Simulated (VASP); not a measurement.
# GaOs4 (P6/mmm) in VASP: single point with PBE

Aim: the single point of GaOs4 with PBE.

Program: VASP 6.6.1. These are calculated values, not measurements. Logs are shortened: lines on timing, memory, paths and dates and some standing lists are left out, and cuts for length are marked.

### Step 1. The cell of the first run

Symmetry: P6/mmm, No. 191, hexagonal system. The conventional cell has a = 4.174 Å, b = 4.174 Å, c = 7.494 Å, α = 90.00°, β = 90.00°, γ = 120.00°. Ga (site symmetry 6/mmm) has 2 Os at 2.44 Å within 3.2 Å. Os (site symmetry -6m2) has 9 Os at 2.41 to 2.74 Å within 3.2 Å. Within 3.2 Å of Os (site symmetry 6mm) lie 1 Ga at 2.44 Å and 7 Os at 2.62 to 2.74 Å.

The cell was generated, and may not be a known phase.

### Step 2. Single point, PBE

INCAR

```
  PREC = Accurate
  ENCUT = 520
  EDIFF = 1E-6
  ISMEAR = 0
  SIGMA = 0.2
  LREAL = False
  LASPH = True
  NELM = 60
  ALGO = Normal
  ISIF = 2
  LWAVE = False
  LCHARG = True
  GGA = PE
  LELF = True
  LVHAR = True
  NBANDS = 30
```

KPOINTS

```
Automatic mesh
0
Gamma
  4 4 3
```

POSCAR

```
GaOs4
1.0
    4.1743107270      0.0000000000      0.0000000000
   -2.0871553635      3.6150591328      0.0000000000
    0.0000000000      0.0000000000      7.4935231187
Ga Os
1 4
Direct
    0.0000000000      0.0000000000      0.5000000000
    0.3333333333      0.6666666667      0.0000000000
    0.6666666667      0.3333333333      0.0000000000
    0.0000000000      0.0000000000      0.8251163332
    0.0000000000      0.0000000000      0.1748836668
```

Potentials or basis: VASP PAW PBE potentials, release 64 (Ga_d, Os).

Launch:

```sh
> cat potpaw_PBE.64/Ga_d/POTCAR potpaw_PBE.64/Os/POTCAR > POTCAR
> mpirun -np 1 vasp_std > vasp.out
```

OUTCAR:

```text
PREC = Accurate
   ENCUT = 520
   EDIFF = 1E-6
   ISMEAR = 0
   LREAL = False
   LASPH = True
   NELM = 60
   ISIF = 2
   GGA = PE

 ion  position               nearest neighbor table
   1  0.000  0.000  0.500-   4 2.44   5 2.44
   2  0.333  0.667  0.000-   3 2.41   3 2.41   3 2.41   5 2.74   4 2.74   5 2.74   4 2.74   5 2.74
                             4 2.74
   3  0.667  0.333  0.000-   2 2.41   2 2.41   2 2.41   5 2.74   4 2.74   4 2.74   5 2.74   4 2.74
                             5 2.74
   4  0.000  0.000  0.825-   1 2.44   5 2.62   3 2.74   2 2.74   2 2.74   3 2.74   3 2.74   2 2.74

   5  0.000  0.000  0.175-   1 2.44   4 2.62   3 2.74   2 2.74   2 2.74   3 2.74   3 2.74   2 2.74

  LATTYP: Found a hexagonal cell.
 ALAT       =     4.1743107270
 C/A-ratio  =     1.7951522081

  Lattice vectors:

 A1 = (   4.1743107270,   0.0000000000,   0.0000000000)
 A2 = (  -2.0871553635,   3.6150591328,   0.0000000000)
 A3 = (   0.0000000000,   0.0000000000,   7.4935231187)

Analysis of symmetry for initial positions (statically):
=====================================================================
 Subroutine PRICEL returns:
 Original cell was already a primitive cell.

 Routine SETGRP: Setting up the symmetry group for a
 hexagonal supercell.

 Subroutine GETGRP returns: Found 24 space group operations
 (whereof 24 operations were pure point group operations)
 out of a pool of 24 trial point group operations.

The static configuration has the point symmetry D_6h.

Analysis of symmetry for dynamics (positions and initial velocities):
=====================================================================
 Subroutine PRICEL returns:
 Original cell was already a primitive cell.

 Routine SETGRP: Setting up the symmetry group for a
 hexagonal supercell.

 Subroutine GETGRP returns: Found 24 space group operations
 (whereof 24 operations were pure point group operations)
 out of a pool of 24 trial point group operations.

The dynamic configuration has the point symmetry D_6h.

 Subroutine INISYM returns: Found 24 space group operations
 (whereof 24 operations are pure point group operations),
 and found     1 'primitive' translations

----------------------------------------------------------------------------------------

                                     Primitive cell

  volume of cell :     113.0801

  direct lattice vectors                    reciprocal lattice vectors
     4.174310727  0.000000000  0.000000000     0.239560508  0.138310324  0.000000000
    -2.087155363  3.615059133  0.000000000     0.000000000  0.276620648  0.000000000
     0.000000000  0.000000000  7.493523119     0.000000000  0.000000000  0.133448577

  length of vectors
     4.174310727  4.174310727  7.493523119     0.276620648  0.276620648  0.133448577

  position of ions in fractional coordinates (direct lattice)
     0.000000000  0.000000000  0.500000000
     0.333333333  0.666666667  0.000000000
     0.666666667  0.333333333  0.000000000
     0.000000000  0.000000000  0.825116333
     0.000000000  0.000000000  0.174883667

  ion indices of the primitive-cell ions
   primitive index   ion index
                 1           1
                 2           2
                 3           3
                 4           4
                 5           5

----------------------------------------------------------------------------------------

 KPOINTS: Automatic mesh

Automatic generation of k-mesh.
 Grid dimensions read from file:
 generate k-points for:    4    4    3

 Generating k-lattice:

  Cartesian coordinates                     Fractional coordinates (reciprocal lattice)
     0.059890127  0.034577581  0.000000000     0.250000000  0.000000000  0.000000000
     0.000000000  0.069155162  0.000000000     0.000000000  0.250000000  0.000000000
     0.000000000  0.000000000  0.044482859     0.000000000  0.000000000  0.333333333

  Length of vectors
     0.069155162  0.069155162  0.044482859

  Shift w.r.t. Gamma in fractional coordinates (k-lattice)
     0.000000000  0.000000000  0.000000000

 Subroutine IBZKPT returns following result:
 ===========================================

 Found      8 irreducible k-points:

 Following reciprocal coordinates:
            Coordinates               Weight
  0.000000  0.000000  0.000000      1.000000
  0.250000 -0.000000  0.000000      6.000000
  0.500000 -0.000000  0.000000      3.000000
  0.250000  0.250000  0.000000      6.000000
  0.000000  0.000000  0.333333      2.000000
  0.250000 -0.000000  0.333333     12.000000
  0.500000 -0.000000  0.333333      6.000000
  0.250000  0.250000  0.333333     12.000000
   k-points           NKPTS =      8   k-points in BZ     NKDIM =      8   number of bands    NBANDS=     30
   number of dos      NEDOS =    301   number of ions     NIONS =      5
   total plane-waves  NPLWV =  57344
   dimension x,y,z NGX =    32 NGY =   32 NGZ =   56
   dimension x,y,z NGXF=    64 NGYF=   64 NGZF=  112
   ions per type =               1   4
   NGX,Y,Z   is equivalent  to a cutoff of  12.74, 12.74, 12.42 a.u.
   NGXF,Y,Z  is equivalent  to a cutoff of  25.49, 25.49, 24.85 a.u.
 SYSTEM =  unknown system
   PREC   = accura    normal or accurate (medium, high low for compatibility)
   ISTART =      0    job   : 0-new  1-cont  2-samecut
   ICHARG =      2    charge: 1-file 2-atom 10-const
   ISPIN  =      1    spin polarized calculation?
   LNONCOLLINEAR =      F non collinear calculations
   LSORBIT =      F    spin-orbit coupling
   LASPH  =      T    aspherical Exc in radial PAW
   ENCUT  =  520.0 eV  38.22 Ry    6.18 a.u.   7.76  7.76 13.93*2*pi/ulx,y,z
   NELM   =     60;   NELMIN=  2; NELMDL= -5     # of ELM steps
   EDIFF  = 0.1E-05   stopping-criterion for ELM
   LREAL  =      F    real-space projection
   EDIFFG = 0.1E-04   stopping-criterion for IOM
   NSW    =      0    number of steps for IOM
   IBRION =     -1    ionic relax: 0-MD 1-quasi-New 2-CG
   NFREE  =      0    steps in history (QN), initial steepest desc. (CG)
   ISIF   =      2    stress and relaxation
   ISYM   =      2    0-nonsym 1-usesym 2-fastsym
   POTIM  = 0.5000    time-step for ionic-motion
   TEBEG  =    0.0;   TEEND  =   0.0 temperature during run
   PSTRESS=    0.0 pullay stress
   NELECT =      45.0000    total number of electrons
   NUPDOWN=      -1.0000    fix difference up-down
   EMIN   =  10.00;   EMAX   =-10.00  energy-range for DOS
   EFERMI =   0.00;   METHOD = LEGACY
   ISMEAR =     0;   SIGMA  =   0.20  broadening in eV -4-tet -1-fermi 0-gaus
   EFERMI_NEDOS =   21; number of points for ismear=-14 and -15
   IALGO  =     38    algorithm
   IMIX   =      4    mixing-type and parameters
     AMIX     =   0.40;   BMIX     =  1.00
     AMIX_MAG =   1.60;   BMIX_MAG =  1.00
  volume/ion in A,a.u.               =      22.62       152.62
  Fermi-wavevector in a.u.,A,eV,Ry     =   1.204158  2.275529 19.728411  1.449997
  Thomas-Fermi vector in A             =   2.339891
   LORBIT       =      0    0 simple, 1 ext, 2 COOP (PROOUT), +10 PAW based schemes
   GGA     = PE    functional components
   LHFCALC =     F    Hartree Fock is set to
   AEXX    =    0.0000 exact exchange contribution
   IVDW    =     0    specifies the selected vdW correction
   LEPSILON=     F    determine dielectric tensor
   LRPA    =     F    only Hartree local field effects (RPA)
 non-spin polarized calculation
 Gauss-broadening in eV      SIGMA  =   0.20
  energy-cutoff  :      520.00
  volume of cell :      113.08
 maximum number of plane-waves:      3054
 NGX is ok and might be reduce to    32
   NGX = 15   NGY = 15   NGZ = 27

 number of electron      45.0000012 magnetization

 Free energy of the ion-electron system (eV)
  ---------------------------------------------------
  ext. energy  EPLUGINS =         0.00000000
  ---------------------------------------------------
  free energy    TOTEN  =       -42.51963301 eV

  energy without entropy =      -42.40446575  energy(sigma->0) =      -42.46204938

 E-fermi :   3.7234     XC(G=0): -10.4873

 val. band max:        3.7153461099   @ k =   0.5000  -0.0000   0.0000
 cond. band min:       3.7253792116   @ k =   0.0000   0.0000   0.0000
 fundamental gap:      0.0100331017
 Fermi energy:         3.7233881703

 k-point     1 :       0.0000    0.0000    0.0000
  band No.  band energies     occupation
      1     -10.7770      2.00000
      2     -10.7471      2.00000
      3     -10.7471      2.00000
      4     -10.6851      2.00000
      5     -10.6851      2.00000
      6      -5.3098      2.00000
[... 22 lines left out ...]
     29       9.0260      0.00000
     30       9.0260      0.00000

 k-point     2 :       0.2500   -0.0000    0.0000
  band No.  band energies     occupation
      1     -10.7745      2.00000
      2     -10.7475      2.00000
      3     -10.7417      2.00000
      4     -10.6882      2.00000
      5     -10.6858      2.00000
      6      -4.4392      2.00000
[... 22 lines left out ...]
     29       6.7058      0.00000
     30       8.2615      0.00000

 k-point     3 :       0.5000   -0.0000    0.0000
  band No.  band energies     occupation
      1     -10.7724      2.00000
      2     -10.7476      2.00000
      3     -10.7363      2.00000
      4     -10.6912      2.00000
      5     -10.6866      2.00000
      6      -3.2978      2.00000
[... 22 lines left out ...]
     29       6.2305      0.00000
     30       6.4820      0.00000

 k-point     4 :       0.2500    0.2500    0.0000
  band No.  band energies     occupation
      1     -10.7721      2.00000
      2     -10.7451      2.00000
      3     -10.7392      2.00000
      4     -10.6901      2.00000
      5     -10.6877      2.00000
      6      -3.4732      2.00000
[... 22 lines left out ...]
     29       6.2260      0.00000
     30       7.0641      0.00000

 k-point     5 :       0.0000    0.0000    0.3333
  band No.  band energies     occupation
      1     -10.7681      2.00000
      2     -10.7471      2.00000
      3     -10.7471      2.00000
      4     -10.6855      2.00000
      5     -10.6855      2.00000
      6      -5.2245      2.00000
[... 22 lines left out ...]
     29       8.3775      0.00000
     30       9.1393      0.00000

 k-point     6 :       0.2500   -0.0000    0.3333
  band No.  band energies     occupation
      1     -10.7660      2.00000
      2     -10.7474      2.00000
      3     -10.7417      2.00000
      4     -10.6885      2.00000
      5     -10.6862      2.00000
      6      -4.3406      2.00000
[... 22 lines left out ...]
     29       7.1078      0.00000
     30       8.2974      0.00000

 k-point     7 :       0.5000   -0.0000    0.3333
  band No.  band energies     occupation
      1     -10.7645      2.00000
      2     -10.7473      2.00000
      3     -10.7363      2.00000
      4     -10.6916      2.00000
      5     -10.6869      2.00000
      6      -3.1304      2.00000
[... 22 lines left out ...]
     29       6.4832      0.00000
     30       6.8649      0.00000

 k-point     8 :       0.2500    0.2500    0.3333
  band No.  band energies     occupation
      1     -10.7638      2.00000
      2     -10.7451      2.00000
      3     -10.7392      2.00000
      4     -10.6904      2.00000
      5     -10.6881      2.00000
      6      -3.2980      2.00000
[... 22 lines left out ...]
     29       6.2296      0.00000
     30       7.1184      0.00000

------------------------ aborting loop because EDIFF is reached ----------------------------------------

  FORCE on cell =-STRESS in cart. coord.  units (eV):
  Direction    XX          YY          ZZ          XY          YZ          ZX
  --------------------------------------------------------------------------------------
  -------------------------------------------------------------------------------------
  Total       -0.1735630     -0.1735630      0.0577872      0.0000000      0.0000000     -0.0000000
  in kB       -2.4591299     -2.4591299      0.8187585      0.0000000      0.0000000     -0.0000000
  external PRESSURE =      -1.3665004 kB  Pullay stress =       0.0000000 kB

 VOLUME and BASIS-vectors are now :
 -----------------------------------------------------------------------------
  energy-cutoff  :      520.00
  volume of cell :      113.08
      direct lattice vectors                 reciprocal lattice vectors
     4.174310727  0.000000000  0.000000000     0.239560508  0.138310324  0.000000000
    -2.087155363  3.615059133  0.000000000     0.000000000  0.276620648  0.000000000
     0.000000000  0.000000000  7.493523119     0.000000000  0.000000000  0.133448577

 POSITION                                       TOTAL-FORCE (eV/Angst)
 -----------------------------------------------------------------------------------
      0.00000      0.00000      3.74676        -0.000000      0.000000      0.000000
     -0.00000      2.41004      0.00000         0.000000      0.000000      0.000000
      2.08716      1.20502      0.00000         0.000000     -0.000000      0.000000
      0.00000      0.00000      6.18303        -0.000000      0.000000     -0.023514
      0.00000      0.00000      1.31049         0.000000     -0.000000      0.023514
 -----------------------------------------------------------------------------------
    total drift:                               -0.000000      0.000000     -0.000000

  FREE ENERGIE OF THE ION-ELECTRON SYSTEM (eV)
  ---------------------------------------------------
  free  energy   TOTEN  =       -42.5196330070 eV

  energy  without entropy=      -42.4044657519  energy(sigma->0) =      -42.46204938
```

It took 19 s on 1 thread of AMD EPYC 9R45 (Zen 5), shared host; peak memory 0.2 GiB.

Results:

```yaml
Free_energy: -42.5196 eV
Pressure: -0.1 GPa
Largest_force: 0.024 eV/Å
Band_gap_on_the_k_mesh: zero (an odd number of electrons rules out a gap without spin polarisation)
```

Forces on the atoms (eV/Å):
```
Ga   0.000  0.000  0.000
Os   0.000  0.000  0.000
Os   0.000  0.000  0.000
Os   0.000  0.000 -0.024
Os   0.000  0.000  0.024
```

Levels at points of the mesh, in eV from the Fermi level:
```
           k point  band 19  band 20  band 21  band 22  band 23  band 24  band 25  band 26
(0.00, 0.00, 0.00)    -1.34    -1.34    -0.57     0.00     0.64     0.64     0.94     0.94
(0.50, 0.00, 0.00)    -1.53    -1.25    -1.14    -0.85    -0.66    -0.01     1.27     1.77
```

Caveat: the k points lie up to 0.43 Å⁻¹ apart, too coarse for converged energies and pressures of a metal; spin-orbit coupling is left out, which moves the levels of the heavy elements.
